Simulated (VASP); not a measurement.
Wanted: the native input for a VASP 6.6.1 run.

- Task: single point
- Functional: LDA
- Potentials or basis: VASP PAW LDA potentials, release 64 (C)
- Cutoff: 520 eV
- k mesh: 9 × 9 × 9
- Occupations: fermi-dirac, width 0.1 eV
- Spin: no spin polarisation
- Dipole correction: no
- Further INCAR settings: ALGO = Normal; EDIFF = 1e-06; NBANDS = 8

The structure of C lies in POSCAR:

```
C
1.0
    1.7398740812      0.0000000000      0.0000000000
    0.0000000000      1.7398740812      0.0000000000
    0.0000000000      0.0000000000      1.7398740812
C
1
Direct
    0.0000000000      0.0000000000      0.0000000000
```

One way to write it, as run:

INCAR

```
SYSTEM = C
PREC     = Accurate       ! precision mode
ENCUT    = 520            ! plane-wave cutoff, eV
EDIFF    = 1E-6           ! SCF threshold, eV
ISMEAR   = -1             ! smearing method
SIGMA    = 0.1            ! smearing width, eV
LREAL    = .FALSE.        ! projectors in reciprocal space
LASPH    = .TRUE.         ! aspherical terms in the spheres
NELM     = 60             ! most SCF steps
ALGO     = Normal         ! electronic algorithm
ISIF     = 2              ! what is computed and relaxed
LWAVE    = .FALSE.        ! write WAVECAR
LCHARG   = .TRUE.         ! write CHGCAR
LELF     = .TRUE.         ! ELF
LVHAR    = .TRUE.       
NBANDS   = 8              ! bands
```

KPOINTS

```
Automatic mesh
0
G
  9 9 9
  0 0 0
```

Potentials or basis: VASP PAW LDA potentials, release 64 (C).

Command:

```console
$ cat potpaw_LDA.64/C/POTCAR > POTCAR
$ mpirun -np 1 vasp_std > vasp.out
```

It gave:

| Property | Result |
| --- | --- |
| Pressure | 11.2 GPa |
| Band gap on the k mesh | zero (band 2 reaches 21.51 eV, above the bottom of band 3 at 10.77 eV) |

Caveat: the k points lie up to 0.40 Å⁻¹ apart.

Wall time 0.8 s on 1 thread of Intel(R) Xeon(R) 6975P-C (Granite Rapids), with other jobs on the host, peak memory 0.1 GiB.
